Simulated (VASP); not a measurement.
# Ga (P6_3/mmc) in VASP: further runs, part 2 of 2

VASP 6.6.1.

**5. Relaxation of cell and atoms, RPBE**

This run uses another cell than the first one, of 19.59 Å³/atom.

File INCAR:

```
SYSTEM = Ga
ALGO     = Normal         ! electronic algorithm
EDIFF    = 1E-6           ! SCF threshold, eV
EDIFFG   = -0.01          ! ionic threshold
ENCUT    = 600            ! plane-wave cutoff, eV
GGA      = RP             ! functional
IBRION   = 2              ! ionic algorithm
ISIF     = 3              ! what is computed and relaxed
ISMEAR   = -1             ! smearing method
LASPH    = .TRUE.         ! aspherical terms in the spheres
LCHARG   = .FALSE.        ! write CHGCAR
LREAL    = .FALSE.        ! projectors in reciprocal space
LWAVE    = .FALSE.        ! write WAVECAR
NELM     = 100            ! most SCF steps
NSW      = 80             ! ionic steps
PREC     = Accurate       ! precision mode
SIGMA    = 0.1            ! smearing width, eV
```

File KPOINTS:

```
k-points
0
G
  12 12 7
  0 0 0
```

File POSCAR:

```
Ga
1.0
    3.0261186087      0.0000000000      0.0000000000
   -1.5130593044      2.6206955900      0.0000000000
    0.0000000000      0.0000000000      4.9416516880
Ga
2
Direct
    0.3333333333      0.6666666667      0.2500000000
    0.6666666667      0.3333333333      0.7500000000
```

Potentials or basis: VASP PAW PBE potentials, release 64 (Ga_d).

Launch:

```console
cat potpaw_PBE.64/Ga_d/POTCAR > POTCAR
mpirun -np 1 vasp_std > vasp.out
```

OUTCAR:

```text
SYSTEM = Ga
   EDIFF = 1E-6
   EDIFFG = -0.01
   ENCUT = 600
   GGA = RP
   IBRION = 2
   ISIF = 3
   ISMEAR = -1
   LASPH = .TRUE.
   LREAL = .FALSE.
   NELM = 100
   NSW = 80
   PREC = Accurate

 ion  position               nearest neighbor table
   1  0.333  0.667  0.250-
   2  0.667  0.333  0.750-

  LATTYP: Found a hexagonal cell.
 ALAT       =     3.0261186087
 C/A-ratio  =     1.6330000000

  Lattice vectors:

 A1 = (   3.0261186087,   0.0000000000,   0.0000000000)
 A2 = (  -1.5130593044,   2.6206955900,   0.0000000000)
 A3 = (   0.0000000000,   0.0000000000,   4.9416516880)

Analysis of symmetry for initial positions (statically):
=====================================================================
 Subroutine PRICEL returns:
 Original cell was already a primitive cell.

 Routine SETGRP: Setting up the symmetry group for a
 hexagonal supercell.

 Subroutine GETGRP returns: Found 24 space group operations
 (whereof 12 operations were pure point group operations)
 out of a pool of 24 trial point group operations.

The static configuration has the point symmetry D_3d.
 The point group associated with its full space group is D_6h.

Analysis of symmetry for dynamics (positions and initial velocities):
=====================================================================
 Subroutine PRICEL returns:
 Original cell was already a primitive cell.

 Routine SETGRP: Setting up the symmetry group for a
 hexagonal supercell.

 Subroutine GETGRP returns: Found 24 space group operations
 (whereof 12 operations were pure point group operations)
 out of a pool of 24 trial point group operations.

The dynamic configuration has the point symmetry D_3d.
 The point group associated with its full space group is D_6h.

 Subroutine INISYM returns: Found 24 space group operations
 (whereof 12 operations are pure point group operations),
 and found     1 'primitive' translations

----------------------------------------------------------------------------------------

                                     Primitive cell

  volume of cell :      39.1899

  direct lattice vectors                    reciprocal lattice vectors
     3.026118609  0.000000000  0.000000000     0.330456314  0.190789042  0.000000000
    -1.513059304  2.620695590  0.000000000     0.000000000  0.381578083  0.000000000
     0.000000000  0.000000000  4.941651688     0.000000000  0.000000000  0.202361490

  length of vectors
     3.026118609  3.026118609  4.941651688     0.381578083  0.381578083  0.202361490

  position of ions in fractional coordinates (direct lattice)
     0.333333333  0.666666667  0.250000000
     0.666666667  0.333333333  0.750000000

  ion indices of the primitive-cell ions
   primitive index   ion index
                 1           1
                 2           2

----------------------------------------------------------------------------------------

 KPOINTS: k-points

Automatic generation of k-mesh.
 Grid dimensions read from file:
[... 55 lines left out ...]
 SYSTEM =  Ga
   PREC   = accura    normal or accurate (medium, high low for compatibility)
   ISTART =      0    job   : 0-new  1-cont  2-samecut
   ICHARG =      2    charge: 1-file 2-atom 10-const
   ISPIN  =      1    spin polarized calculation?
   LNONCOLLINEAR =      F non collinear calculations
   LSORBIT =      F    spin-orbit coupling
   LASPH  =      T    aspherical Exc in radial PAW
   ENCUT  =  600.0 eV  44.10 Ry    6.64 a.u.   6.04  6.04  9.87*2*pi/ulx,y,z
   NELM   =    100;   NELMIN=  2; NELMDL= -5     # of ELM steps
   EDIFF  = 0.1E-05   stopping-criterion for ELM
   LREAL  =      F    real-space projection
   EDIFFG = -.1E-01   stopping-criterion for IOM
   NSW    =     80    number of steps for IOM
   IBRION =      2    ionic relax: 0-MD 1-quasi-New 2-CG
   NFREE  =      1    steps in history (QN), initial steepest desc. (CG)
   ISIF   =      3    stress and relaxation
   ISYM   =      2    0-nonsym 1-usesym 2-fastsym
   POTIM  = 0.5000    time-step for ionic-motion
   TEBEG  =    0.0;   TEEND  =   0.0 temperature during run
   PSTRESS=    0.0 pullay stress
   NELECT =      26.0000    total number of electrons
   NUPDOWN=      -1.0000    fix difference up-down
   EMIN   =  10.00;   EMAX   =-10.00  energy-range for DOS
   EFERMI =   0.00;   METHOD = LEGACY
   ISMEAR =    -1;   SIGMA  =   0.10  broadening in eV -4-tet -1-fermi 0-gaus
   EFERMI_NEDOS =   21; number of points for ismear=-14 and -15
   IALGO  =     38    algorithm
   IMIX   =      4    mixing-type and parameters
     AMIX     =   0.40;   BMIX     =  1.00
     AMIX_MAG =   1.60;   BMIX_MAG =  1.00
  volume/ion in A,a.u.               =      19.59       132.23
  Fermi-wavevector in a.u.,A,eV,Ry     =   1.427823  2.698194 27.737908  2.038679
  Thomas-Fermi vector in A             =   2.547951
   LORBIT       =      0    0 simple, 1 ext, 2 COOP (PROOUT), +10 PAW based schemes
   GGA     = RP    functional components
   LHFCALC =     F    Hartree Fock is set to
   AEXX    =    0.0000 exact exchange contribution
   IVDW    =     0    specifies the selected vdW correction
   LEPSILON=     F    determine dielectric tensor
   LRPA    =     F    only Hartree local field effects (RPA)
 conjugate gradient relaxation of ions
 non-spin polarized calculation
  energy-cutoff  :      600.00
  volume of cell :       39.19
 maximum number of plane-waves:      1326
   NGX = 13   NGY = 13   NGZ = 19

--------------------------------------- Ionic step        1  -------------------------------------------

 number of electron      25.9999986 magnetization

 Free energy of the ion-electron system (eV)
  ---------------------------------------------------
  ext. energy  EPLUGINS =         0.00000000
  ---------------------------------------------------
  free energy    TOTEN  =        -5.07171073 eV

  energy without entropy =       -5.04829962  energy(sigma->0) =       -5.06000517

------------------------ aborting loop because EDIFF is reached ----------------------------------------

  FORCE on cell =-STRESS in cart. coord.  units (eV):
  Direction    XX          YY          ZZ          XY          YZ          ZX
  --------------------------------------------------------------------------------------
  -------------------------------------------------------------------------------------
  Total        0.2195000      0.2195000     -0.0466239     -0.0000000      0.0000000     -0.0000000
  in kB        8.9736772      8.9736772     -1.9060930     -0.0000000      0.0000000     -0.0000000
  external PRESSURE =       5.3470871 kB  Pullay stress =       0.0000000 kB
[... 89 lines left out ...]
  FREE ENERGIE OF THE ION-ELECTRON SYSTEM (eV)
  ---------------------------------------------------
  free  energy   TOTEN  =        -5.0742026804 eV

  energy  without entropy=       -5.0504573321  energy(sigma->0) =       -5.06233001

[... ionic steps 4 to 8 ...]

--------------------------------------- Ionic step        9  -------------------------------------------

 number of electron      26.0000001 magnetization

------------------------ aborting loop because EDIFF is reached ----------------------------------------
[... 67 lines left out ...]
--------------------------------------- Ionic step       11  -------------------------------------------

 number of electron      26.0000001 magnetization

 Free energy of the ion-electron system (eV)
  ---------------------------------------------------
  ext. energy  EPLUGINS =         0.00000000
  ---------------------------------------------------
  free energy    TOTEN  =        -5.07641802 eV

  energy without entropy =       -5.05208234  energy(sigma->0) =       -5.06425018

 E-fermi :   5.2352     XC(G=0): -10.6371

 val. band max:        5.2292804643   @ k =   0.5000   0.0000   0.1429
 cond. band min:       5.3030167411   @ k =   0.2500   0.2500   0.2857
 fundamental gap:      0.0737362768
 Fermi energy:         5.2352080287

 k-point     1 :       0.0000    0.0000    0.0000
  band No.  band energies     occupation
      1      -9.7217      2.00000
      2      -9.6480      2.00000
      3      -9.6480      2.00000
      4      -9.6458      2.00000
      5      -9.6267      2.00000
      6      -9.6267      2.00000
[... 457 lines left out ...]
      4      -9.6503      2.00000
      5      -9.5957      2.00000
      6      -9.5738      2.00000
[... 9 lines left out ...]
     16      10.4418      0.00000
     17      12.4849      0.00000

 [... further k-points ...]

------------------------ aborting loop because EDIFF is reached ----------------------------------------

  FORCE on cell =-STRESS in cart. coord.  units (eV):
  Direction    XX          YY          ZZ          XY          YZ          ZX
  --------------------------------------------------------------------------------------
  -------------------------------------------------------------------------------------
  Total       -0.0078575     -0.0078575      0.0017054      0.0000000      0.0000000      0.0000000
  in kB       -0.3169275     -0.3169275      0.0687847      0.0000000      0.0000000      0.0000000
  external PRESSURE =      -0.1883567 kB  Pullay stress =       0.0000000 kB
[... 17 lines left out ...]
  FREE ENERGIE OF THE ION-ELECTRON SYSTEM (eV)
  ---------------------------------------------------
  free  energy   TOTEN  =        -5.0764180228 eV

  energy  without entropy=       -5.0520823432  energy(sigma->0) =       -5.06425018

 reached required accuracy - stopping structural energy minimisation
```

It took 6.5 min on 1 thread of Intel Xeon 8259CL, shared host; peak memory 0.2 GiB.

Results:

```yaml
Free_energy: -5.0764 eV
Relaxed_volume: 19.86 Å³/atom
Relaxed_cell: a = 3.076 Å, b = 3.076 Å, c = 4.849 Å, α = 90.00°, β = 90.00°, γ = 120.00°
Space_group_after_relaxing_to_0.1_Å: P6_3/mmc (No. 194)
Energy_gained_by_relaxing: 2.4 meV/atom
Ionic_steps: 11
Pressure_after_relaxing: 0.0 GPa
Band_gap_on_the_k_mesh: zero (bands 13 and 14 overlap by 5.90 eV)
```

The path:
```tsv
step	energy change (eV)	largest force (eV/Å)	pressure (GPa)	volume (Å³)
1	0.0000	0.0000	0.53	39.19
2	-0.0018	0.0000	0.22	39.56
3	-0.0025	0.0000	-0.70	40.33
4	-0.0027	0.0000	-0.45	40.06
5	-0.0041	0.0000	-0.28	40.02
6	-0.0045	0.0000	-0.23	39.98
7	-0.0045	0.0000	-0.39	39.98
8	-0.0047	0.0000	0.07	39.62
9	-0.0047	0.0000	-0.11	39.77
10	-0.0047	0.0000	0.08	39.68
11	-0.0047	0.0000	-0.02	39.72
```

Final structure:
```cif
data_structure
_symmetry_space_group_name_H-M 'P 1'
_symmetry_Int_Tables_number 1
_cell_length_a 3.0756
_cell_length_b 3.0756
_cell_length_c 4.8490
_cell_angle_alpha 90.000
_cell_angle_beta 90.000
_cell_angle_gamma 120.000
_cell_volume 39.72
loop_
_atom_site_label
_atom_site_type_symbol
_atom_site_fract_x
_atom_site_fract_y
_atom_site_fract_z
_atom_site_occupancy
Ga1 Ga 0.33333 0.66667 0.25000 1
Ga2 Ga 0.66667 0.33333 0.75000 1
```

Levels at points of the mesh, in eV from the Fermi level:
```
           k point  band 10  band 11  band 12  band 13  band 14  band 15  band 16  band 17
(0.00, 0.00, 0.00)   -14.71   -10.67    -4.47    -3.60     8.80     8.80    10.79    10.79
(0.50, 0.00, 0.00)   -14.69    -5.65    -4.76     0.50     0.91     1.06     3.14     4.43
```

Caveat: the PAW data sets were made with another functional, which shifts forces and pressure a little.

**6. Single point, RPBE**

This run uses another cell than the first one, of 19.83 Å³/atom.

File INCAR:

```
SYSTEM = Ga
PREC     = Accurate       ! precision mode
ENCUT    = 520            ! plane-wave cutoff, eV
EDIFF    = 1E-6           ! SCF threshold, eV
ISMEAR   = -1             ! smearing method
SIGMA    = 0.1            ! smearing width, eV
LREAL    = .FALSE.        ! projectors in reciprocal space
LASPH    = .TRUE.         ! aspherical terms in the spheres
NELM     = 100            ! most SCF steps
ALGO     = Normal         ! electronic algorithm
ISIF     = 2              ! what is computed and relaxed
LWAVE    = .FALSE.        ! write WAVECAR
LCHARG   = .FALSE.        ! write CHGCAR
GGA      = RP             ! functional
NBANDS   = 20             ! bands
```

File KPOINTS:

```
Automatic mesh
0
G
  19 19 11
  0 0 0
```

File POSCAR:

```
Ga
1.0
    3.0736222921      0.0000000000      0.0000000000
   -1.5368111461      2.6618349866      0.0000000000
    0.0000000000      0.0000000000      4.8479651296
Ga
2
Direct
    0.3333333333      0.6666666667      0.2500000000
    0.6666666667      0.3333333333      0.7500000000
```

Potentials or basis: VASP PAW PBE potentials, release 64 (Ga_d).

Launch:

```console
cat potpaw_PBE.64/Ga_d/POTCAR > POTCAR
mpirun -np 1 vasp_std > vasp.out
```

It took 2.5 min on 1 thread of Intel Xeon 8259CL, shared host; peak memory 0.27 GiB.

The run converged. Its results:

```
Free energy            : -5.0681 eV
Pressure               : 0.2 GPa
Band gap on the k mesh : zero (bands 13 and 14 overlap by 6.42 eV)
```

Stress tensor (GPa, compression positive):
```
0.09 0.00 0.00
0.00 0.09 0.00
0.00 0.00 0.47
```

Levels at points of the mesh, in eV from the Fermi level:
```tsv
k point	band 9	band 10	band 11	band 12	band 13	band 14	band 15	band 16	band 17	band 18
(0.00, 0.00, 0.00)	-14.73	-14.73	-10.70	-4.50	-3.63	8.80	8.80	10.79	10.79	12.59
```

Caveat: the PAW data sets were made with another functional, which shifts forces and pressure a little.

**7. The runs side by side**

```csv
task,cell,k mesh,cutoff (eV),gap on the mesh (eV),pressure (GPa)
single point,"a = 3.114, b = 3.114, c = 4.912 Å, angles 90.0, 90.0, 120.0°, 2 atoms",13 × 13 × 8,520,none,-1.4
single point,"a = 3.153, b = 3.153, c = 4.974 Å, angles 90.0, 90.0, 120.0°, 2 atoms",13 × 13 × 8,520,none,-2.5
single point,"a = 3.192, b = 3.192, c = 5.035 Å, angles 90.0, 90.0, 120.0°, 2 atoms",13 × 13 × 8,520,none,-3.4
relaxation of cell and atoms,"relaxed from a = 3.026, b = 3.026, c = 4.942 Å, angles 90.0, 90.0, 120.0°, 2 atoms",12 × 12 × 7,600,none,0.0
single point,"a = 3.074, b = 3.074, c = 4.848 Å, angles 90.0, 90.0, 120.0°, 2 atoms",19 × 19 × 11,520,none,0.2
```

Alike in all rows: level RPBE; potentials or basis VASP PAW PBE potentials, release 64 (Ga_d); no spin polarisation; smearing fermi-dirac 0.1 eV.

Caveats: the PAW data sets were made with another functional, which shifts forces and pressure a little; the cell stands under tension (at least some runs).

Total energies depend on the potentials used, so only differences within one code and one set of settings carry meaning.
